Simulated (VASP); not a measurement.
# Ge16N (a cell with a defect) in VASP: further runs

Ge16N (a cell with a defect) is run at these levels: PBEsol; tasks: single point.

All numbers are computed with VASP 6.6.1; they aren't measurements. Logs are shortened: lines on timing, memory, paths and dates and some standing lists are left out, and cuts for length are marked.

## Step 1: The cell of the first run

The cell holds a defect, 17 atoms: a = 8.004 Å, b = 8.004 Å, c = 8.004 Å, α = 60.00°, β = 60.00°, γ = 60.00°.

## Step 2: Single point, PBEsol

Input file INCAR:

```
SYSTEM = Ge16N
PREC = Accurate
ENCUT = 520
EDIFF = 1E-7
ISMEAR = -1
SIGMA = 0.05
LREAL = Auto
LASPH = .True.
NELM = 60
ALGO = Normal
ISIF = 2
LWAVE = .False.
LCHARG = .True.
GGA = PS
LELF = .True.
LVHAR = .True.
NBANDS = 128
```

Input file KPOINTS:

```
regular mesh
0
Gamma
  2 2 2
  0 0 0
```

Input file POSCAR:

```
Ge16N
1.0
    0.0000000000      5.6600000000      5.6600000000
    5.6600000000      0.0000000000      5.6600000000
    5.6600000000      5.6600000000      0.0000000000
Ge N
16 1
Direct
    0.0212632509     -0.0014752650     -0.1045848057
    0.0465459364      0.1929593640      0.0501501767
   -0.1059363958      0.1974734982      0.4280388693
    0.3063869258     -0.1182597173      0.5627473498
    0.0264134276      0.5765371025     -0.2034452297
   -0.0665371025      0.7330212014      0.2712014134
    0.1830742049      0.2950353357      0.6303003534
    0.1134982332      0.7535335689      0.3968197880
    0.4384893993     -0.0773233216      0.1195494700
    0.6279681979      0.2033038869      0.0725971731
    0.6217579505     -0.0518286219      0.4516872792
    0.5466784452      0.1214310954      0.6727915194
    0.3389664311      0.6987897527      0.0293904594
    0.7044699647      0.5190282686      0.1780388693
    0.4603975265      0.5049911661      0.5423409894
    0.6957685512      0.5531713781      0.7524469965
    0.0265812721      0.1897614841      0.5536484099
```

Potentials or basis: VASP PAW PBE potentials, release 64 (Ge_d, N).

Started as:

```
cat potpaw_PBE.64/Ge_d/POTCAR potpaw_PBE.64/N/POTCAR > POTCAR
mpirun -np 1 vasp_std > vasp.out
```

OUTCAR:

```text
SYSTEM = Ge16N
   PREC = Accurate
   ENCUT = 520
   EDIFF = 1E-7
   ISMEAR = -1
   LREAL = Auto
   LASPH = .True.
   NELM = 60
   ISIF = 2
   GGA = PS

 ion  position               nearest neighbor table
   1  0.021  0.999  0.895-   2 2.55   6 2.65   7 2.67  10 2.70  13 2.73   4 2.73
   2  0.047  0.193  0.050-   1 2.55   3 2.65   5 2.68   7 2.76  14 2.84
   3  0.894  0.197  0.428-  17 1.75  14 2.63  12 2.64   2 2.65
   4  0.306  0.882  0.563-  11 2.46  15 2.69   1 2.73
   5  0.026  0.577  0.797-   7 2.63   8 2.64   2 2.68  14 2.84
   6  0.933  0.733  0.271-   8 2.23  11 2.42   1 2.65  13 2.78
   7  0.183  0.295  0.630-  17 2.24   5 2.63  12 2.64   1 2.67   2 2.76
   8  0.113  0.754  0.397-   6 2.23   5 2.64  13 2.70   9 2.88  15 2.90
   9  0.438  0.923  0.120-  13 2.77  14 2.79   8 2.88
  10  0.628  0.203  0.073-  11 2.67   1 2.70  16 2.77
  11  0.622  0.948  0.452-   6 2.42  12 2.44   4 2.46  10 2.67  16 2.84
  12  0.547  0.121  0.673-  11 2.44  15 2.53   7 2.64   3 2.64
  13  0.339  0.699  0.029-   8 2.70  16 2.71   1 2.73   9 2.77   6 2.78
  14  0.704  0.519  0.178-  15 2.55   3 2.63   9 2.79   2 2.84   5 2.84
  15  0.460  0.505  0.542-  12 2.53  14 2.55   4 2.69   8 2.90
  16  0.696  0.553  0.752-  13 2.71  10 2.77  11 2.84
  17  0.027  0.190  0.554-   3 1.75   7 2.24

  LATTYP: Found a face centered cubic cell.
 ALAT       =    11.3200000000

  Lattice vectors:

 A1 = (   0.0000000000,   5.6600000000,   5.6600000000)
 A2 = (   5.6600000000,   0.0000000000,   5.6600000000)
 A3 = (   5.6600000000,   5.6600000000,   0.0000000000)

Analysis of symmetry for initial positions (statically):
=====================================================================
 Subroutine PRICEL returns:
 Original cell was already a primitive cell.

 Routine SETGRP: Setting up the symmetry group for a
 face centered cubic supercell.

 Subroutine GETGRP returns: Found  1 space group operations
 (whereof  1 operations were pure point group operations)
 out of a pool of 48 trial point group operations.

The static configuration has the point symmetry C_1 .

Analysis of symmetry for dynamics (positions and initial velocities):
=====================================================================
 Subroutine PRICEL returns:
 Original cell was already a primitive cell.

 Routine SETGRP: Setting up the symmetry group for a
 face centered cubic supercell.

 Subroutine GETGRP returns: Found  1 space group operations
 (whereof  1 operations were pure point group operations)
 out of a pool of 48 trial point group operations.

The dynamic configuration has the point symmetry C_1 .

 Subroutine INISYM returns: Found  1 space group operations
 (whereof  1 operations are pure point group operations),
 and found     1 'primitive' translations

----------------------------------------------------------------------------------------

                                     Primitive cell

  volume of cell :     362.6430

  direct lattice vectors                    reciprocal lattice vectors
     0.000000000  5.660000000  5.660000000    -0.088339223  0.088339223  0.088339223
     5.660000000  0.000000000  5.660000000     0.088339223 -0.088339223  0.088339223
     5.660000000  5.660000000  0.000000000     0.088339223  0.088339223 -0.088339223

  length of vectors
     8.004448763  8.004448763  8.004448763     0.153008022  0.153008022  0.153008022

  position of ions in fractional coordinates (direct lattice)
     0.021263251  0.998524735  0.895415194
     0.046545936  0.192959364  0.050150177
     0.894063604  0.197473498  0.428038869
     0.306386926  0.881740283  0.562747350
     0.026413428  0.576537102  0.796554770
     0.933462898  0.733021201  0.271201413
[... 9 lines left out ...]
     0.695768551  0.553171378  0.752446996
     0.026581272  0.189761484  0.553648410

  ion indices of the primitive-cell ions
   primitive index   ion index
                 1           1
                 2           2
                 3           3
                 4           4
                 5           5
                 6           6
[... 9 lines left out ...]
                16          16
                17          17

----------------------------------------------------------------------------------------

 KPOINTS: regular mesh

Automatic generation of k-mesh.
 Grid dimensions read from file:
 generate k-points for:    2    2    2

 Generating k-lattice:

  Cartesian coordinates                     Fractional coordinates (reciprocal lattice)
    -0.044169611  0.044169611  0.044169611     0.500000000  0.000000000  0.000000000
     0.044169611 -0.044169611  0.044169611     0.000000000  0.500000000  0.000000000
     0.044169611  0.044169611 -0.044169611     0.000000000  0.000000000  0.500000000

  Length of vectors
     0.076504011  0.076504011  0.076504011

  Shift w.r.t. Gamma in fractional coordinates (k-lattice)
     0.000000000  0.000000000  0.000000000

 Subroutine IBZKPT returns following result:
 ===========================================

 Found      8 irreducible k-points:

 Following reciprocal coordinates:
            Coordinates               Weight
  0.000000  0.000000  0.000000      1.000000
  0.500000  0.000000  0.000000      1.000000
  0.000000  0.500000  0.000000      1.000000
  0.000000  0.000000  0.500000      1.000000
  0.500000  0.500000  0.500000      1.000000
  0.500000  0.500000  0.000000      1.000000
  0.000000  0.500000  0.500000      1.000000
  0.500000  0.000000  0.500000      1.000000
   k-points           NKPTS =      8   k-points in BZ     NKDIM =      8   number of bands    NBANDS=    128
   number of dos      NEDOS =    301   number of ions     NIONS =     17
   total plane-waves  NPLWV = 216000
   dimension x,y,z NGX =    60 NGY =   60 NGZ =   60
   dimension x,y,z NGXF=   120 NGYF=  120 NGZF=  120
   ions per type =              16   1
   NGX,Y,Z   is equivalent  to a cutoff of  12.46, 12.46, 12.46 a.u.
   NGXF,Y,Z  is equivalent  to a cutoff of  24.92, 24.92, 24.92 a.u.
 SYSTEM =  Ge16N
   PREC   = accura    normal or accurate (medium, high low for compatibility)
   ISTART =      0    job   : 0-new  1-cont  2-samecut
   ICHARG =      2    charge: 1-file 2-atom 10-const
   ISPIN  =      1    spin polarized calculation?
   LNONCOLLINEAR =      F non collinear calculations
   LSORBIT =      F    spin-orbit coupling
   LASPH  =      T    aspherical Exc in radial PAW
   ENCUT  =  520.0 eV  38.22 Ry    6.18 a.u.  14.88 14.88 14.88*2*pi/ulx,y,z
   NELM   =     60;   NELMIN=  2; NELMDL= -5     # of ELM steps
   EDIFF  = 0.1E-06   stopping-criterion for ELM
   LREAL  =      T    real-space projection
   EDIFFG = 0.1E-05   stopping-criterion for IOM
   NSW    =      0    number of steps for IOM
   IBRION =     -1    ionic relax: 0-MD 1-quasi-New 2-CG
   NFREE  =      0    steps in history (QN), initial steepest desc. (CG)
   ISIF   =      2    stress and relaxation
   ISYM   =      2    0-nonsym 1-usesym 2-fastsym
   POTIM  = 0.5000    time-step for ionic-motion
   TEBEG  =    0.0;   TEEND  =   0.0 temperature during run
   PSTRESS=    0.0 pullay stress
   NELECT =     229.0000    total number of electrons
   NUPDOWN=      -1.0000    fix difference up-down
   EMIN   =  10.00;   EMAX   =-10.00  energy-range for DOS
   EFERMI =   0.00;   METHOD = LEGACY
   ISMEAR =    -1;   SIGMA  =   0.05  broadening in eV -4-tet -1-fermi 0-gaus
   EFERMI_NEDOS =   21; number of points for ismear=-14 and -15
   IALGO  =     38    algorithm
   IMIX   =      4    mixing-type and parameters
     AMIX     =   0.40;   BMIX     =  1.00
     AMIX_MAG =   1.60;   BMIX_MAG =  1.00
  volume/ion in A,a.u.               =      21.33       143.96
  Fermi-wavevector in a.u.,A,eV,Ry     =   1.404517  2.654152 26.839765  1.972667
  Thomas-Fermi vector in A             =   2.527070
   LORBIT       =      0    0 simple, 1 ext, 2 COOP (PROOUT), +10 PAW based schemes
   GGA     = PS    functional components
   LHFCALC =     F    Hartree Fock is set to
   AEXX    =    0.0000 exact exchange contribution
   IVDW    =     0    specifies the selected vdW correction
   LEPSILON=     F    determine dielectric tensor
   LRPA    =     F    only Hartree local field effects (RPA)
 non-spin polarized calculation
  energy-cutoff  :      520.00
  volume of cell :      362.64
 maximum number of plane-waves:      9841
 NGX is ok and might be reduce to    60
   NGX = 29   NGY = 29   NGZ = 29

 number of electron     228.9999971 magnetization

 Free energy of the ion-electron system (eV)
  ---------------------------------------------------
  ext. energy  EPLUGINS =         0.00000000
  ---------------------------------------------------
  free energy    TOTEN  =       -78.83109455 eV

  energy without entropy =      -78.76152361  energy(sigma->0) =      -78.79630908

 E-fermi :   4.7963     XC(G=0): -10.4222

 val. band max:        4.7758299703   @ k =   0.0000   0.0000   0.5000
 cond. band min:       4.8196755794   @ k =   0.0000   0.0000   0.0000
 fundamental gap:      0.0438456091
 Fermi energy:         4.7962897941

 k-point     1 :       0.0000    0.0000    0.0000
  band No.  band energies     occupation
      1     -19.9665      2.00000
      2     -19.8928      2.00000
      3     -19.8883      2.00000
      4     -19.8799      2.00000
      5     -19.8791      2.00000
      6     -19.8753      2.00000
[... 118 lines left out ...]
    125       6.6170      0.00000
    126       7.0504      0.00000

 k-point     2 :       0.5000    0.0000    0.0000
  band No.  band energies     occupation
      1     -19.9668      2.00000
      2     -19.8962      2.00000
      3     -19.8847      2.00000
      4     -19.8794      2.00000
      5     -19.8770      2.00000
      6     -19.8759      2.00000
[... 892 lines left out ...]
    125       7.4893      0.00000
    126       7.9691      0.00000
 [bands above 126 left out]

------------------------ aborting loop because EDIFF is reached ----------------------------------------

  FORCE on cell =-STRESS in cart. coord.  units (eV):
  Direction    XX          YY          ZZ          XY          YZ          ZX
  --------------------------------------------------------------------------------------
  -------------------------------------------------------------------------------------
  Total       -0.0097834     -1.2203046     -0.5112788      2.4121986      0.4063730      0.2495389
  in kB       -0.0432234     -5.3913750     -2.2588587     10.6572303      1.7953789      1.1024769
  external PRESSURE =      -2.5644857 kB  Pullay stress =       0.0000000 kB

 VOLUME and BASIS-vectors are now :
 -----------------------------------------------------------------------------
  energy-cutoff  :      520.00
  volume of cell :      362.64
      direct lattice vectors                 reciprocal lattice vectors
     0.000000000  5.660000000  5.660000000    -0.088339223  0.088339223  0.088339223
     5.660000000  0.000000000  5.660000000     0.088339223 -0.088339223  0.088339223
     5.660000000  5.660000000  0.000000000     0.088339223  0.088339223 -0.088339223

 POSITION                                       TOTAL-FORCE (eV/Angst)
 -----------------------------------------------------------------------------------
     10.71970      5.18840      5.77200        -0.489730     -0.791619     -0.495134
      1.37600      0.54730      1.35560        -0.013838      0.273737      0.298676
      3.54040      7.48310      6.17810        -0.393323     -0.775275     -0.887497
      8.17580      4.91930      6.72480         0.218597     -0.783065     -0.599484
      7.77170      4.65800      3.41270         0.490845     -0.124743     -0.070774
      5.68390      6.81840      9.43230        -2.089888     -1.985512     -2.152864
[... 9 lines left out ...]
      7.38980      8.19690      7.06900        -0.029123      0.253406      0.020680
      4.20770      3.28410      1.22450         0.417331      2.583192      1.021138
 -----------------------------------------------------------------------------------
    total drift:                                0.000312      0.000277      0.002580

  FREE ENERGIE OF THE ION-ELECTRON SYSTEM (eV)
  ---------------------------------------------------
  free  energy   TOTEN  =       -78.8310945452 eV

  energy  without entropy=      -78.7615236077  energy(sigma->0) =      -78.79630908
```

Run time: 26 min. Hardware: 1 thread of Intel Xeon Platinum 8259CL at 2.50GHz (Skylake/Cascade Lake), shared host; peak memory 0.62 GiB.

What came out:

- Free energy: -78.8311 eV
- Pressure: -0.3 GPa
- Largest force: 3.598 eV/Å
- Band gap on the k mesh: zero (an odd number of electrons rules out a gap without spin polarisation)

Forces in eV/Å, atoms in the order of the input:
```
Ge  -0.490 -0.792 -0.495
Ge  -0.014  0.274  0.299
Ge  -0.393 -0.775 -0.887
Ge   0.219 -0.783 -0.599
Ge   0.491 -0.125 -0.071
Ge  -2.090 -1.986 -2.153
Ge  -0.635 -1.110  0.021
Ge   1.344  2.554  1.908
Ge   0.154 -0.297 -0.012
Ge  -0.222  0.296  0.256
Ge   0.625 -0.381  0.139
Ge   0.195  0.777 -0.508
Ge  -0.222  0.211  0.729
Ge  -0.047 -0.678  0.331
Ge   0.695 -0.022  0.000
Ge  -0.029  0.253  0.021
N    0.417  2.583  1.021
```

Caveat: the k points lie up to 0.48 Å⁻¹ apart, too coarse for converged energies and pressures of a metal; the atoms stand as in a frame of molecular dynamics; the PAW data sets were made with another functional, which shifts forces and pressure a little; an odd number of electrons without spin polarisation forces a metal; a magnetic or distorted state may lie lower.

## Step 3: Single point, PBEsol

Input file INCAR:

```
PREC = Accurate
ENCUT = 520
EDIFF = 1E-6
ISMEAR = -1
SIGMA = 0.05
LREAL = Auto
LASPH = True
NELM = 80
ALGO = Normal
ISIF = 2
LWAVE = False
LCHARG = False
GGA = PS
NBANDS = 128
```

Input file KPOINTS:

```
Automatic mesh
0
Gamma
  2 2 2
```

Input file POSCAR:

```
Ge16N
1.0
    0.0000000000      5.6600000000      5.6600000000
    5.6600000000      0.0000000000      5.6600000000
    5.6600000000      5.6600000000      0.0000000000
Ge N
16 1
Direct
   -0.0922879859     -0.0221466431     -0.0168109541
    0.0654770318      0.1301236749      0.0431625442
   -0.1006095406      0.1551325088      0.3832950530
    0.2282950530     -0.0248498233      0.6382067138
    0.0397879859      0.5002120141     -0.0555123675
    0.0636484099      0.6331890459      0.1452031802
    0.2206272085      0.3490547703      0.4082243816
    0.0448674912      0.7696024735      0.6061395760
    0.4477650177     -0.0085777385     -0.0068992933
    0.5220583039      0.1334717314      0.1780477032
    0.5751943463     -0.0510424028      0.5321731449
    0.5266519435      0.2117402827      0.6598321555
    0.4695318021      0.5201148410      0.0426590106
    0.6392491166      0.6394964664      0.1549558304
    0.4280300353      0.5785247350      0.5343374558
    0.8524646643      0.5956272085      0.6349028269
    0.1740282686      0.1416961131      0.3884098940
```

Potentials or basis: VASP PAW PBE potentials, release 64 (Ge_d, N).

Started as:

```
cat potpaw_PBE.64/Ge_d/POTCAR potpaw_PBE.64/N/POTCAR > POTCAR
mpirun -np 1 vasp_std > vasp.out
```

Wall time 37 min (1 thread of Oxide Virtual Turin-like, shared host); peak memory 0.58 GiB.

The run converged. Its results:

- Free energy: -79.8281 eV
- Pressure: 0.9 GPa
- Largest force: 2.227 eV/Å
- Band gap on the k mesh: zero (an odd number of electrons rules out a gap without spin polarisation)

Forces on the atoms (eV/Å):
```
Ge   0.132 -1.030  0.963
Ge  -0.166  0.072  0.765
Ge   0.436  1.817  0.049
Ge   0.240 -0.048 -2.213
Ge   0.105 -0.375 -0.948
Ge  -0.173  0.979 -0.070
Ge   1.461 -0.313  0.017
Ge  -0.026 -0.263  0.561
Ge   1.061  0.789 -0.421
Ge  -0.950 -0.350 -0.130
Ge  -0.595  0.520  0.710
Ge  -0.934 -0.273  0.685
Ge  -0.358 -0.124  0.249
Ge  -0.488  0.018 -0.277
Ge   0.257 -0.588  0.805
Ge  -0.365 -0.351 -0.688
N    0.364 -0.479 -0.057
```

Stress tensor (GPa, compression positive):
```
 0.37  0.20  0.96
 0.20  1.08 -2.57
 0.96 -2.57  1.39
```

Levels at points of the mesh, in eV from the Fermi level:
| k point | band 110 | band 111 | band 112 | band 113 | band 114 | band 115 | band 116 | band 117 | band 118 | band 119 |
| --- | --- | --- | --- | --- | --- | --- | --- | --- | --- | --- |
| (0.00, 0.00, 0.00) | -0.91 | -0.71 | -0.56 | -0.28 | -0.16 | -0.08 | 0.00 | 0.21 | 0.52 | 0.58 |
| (0.50, 0.00, 0.00) | -1.38 | -0.97 | -0.81 | -0.63 | -0.41 | -0.07 | 0.55 | 0.67 | 0.82 | 1.14 |
| (0.00, 0.50, 0.00) | -1.25 | -0.97 | -0.67 | -0.34 | -0.12 | 0.18 | 0.37 | 0.57 | 0.63 | 0.84 |
| (0.00, 0.00, 0.50) | -1.14 | -0.72 | -0.63 | -0.51 | -0.06 | 0.07 | 0.48 | 0.65 | 0.89 | 1.07 |
| (0.50, 0.50, 0.50) | -1.24 | -1.11 | -0.82 | -0.63 | -0.11 | -0.03 | 0.09 | 0.57 | 0.74 | 1.15 |
| (0.50, 0.50, 0.00) | -1.30 | -1.09 | -0.94 | -0.54 | -0.27 | 0.01 | 0.51 | 1.08 | 1.53 | 1.65 |
| (0.00, 0.50, 0.50) | -1.21 | -0.88 | -0.82 | -0.58 | -0.49 | -0.10 | 0.45 | 1.06 | 1.33 | 1.53 |
| (0.50, 0.00, 0.50) | -1.43 | -1.21 | -0.93 | -0.61 | -0.24 | 0.31 | 0.47 | 0.81 | 1.08 | 1.15 |

Caveat: the k points lie up to 0.48 Å⁻¹ apart, too coarse for converged energies and pressures of a metal; the atoms stand as in a frame of molecular dynamics; the PAW data sets were made with another functional, which shifts forces and pressure a little; an odd number of electrons without spin polarisation forces a metal; a magnetic or distorted state may lie lower.

(Continued in part 2 of 2.)

The gap in the log of VASP goes by the Fermi energy; the results here count the filled bands.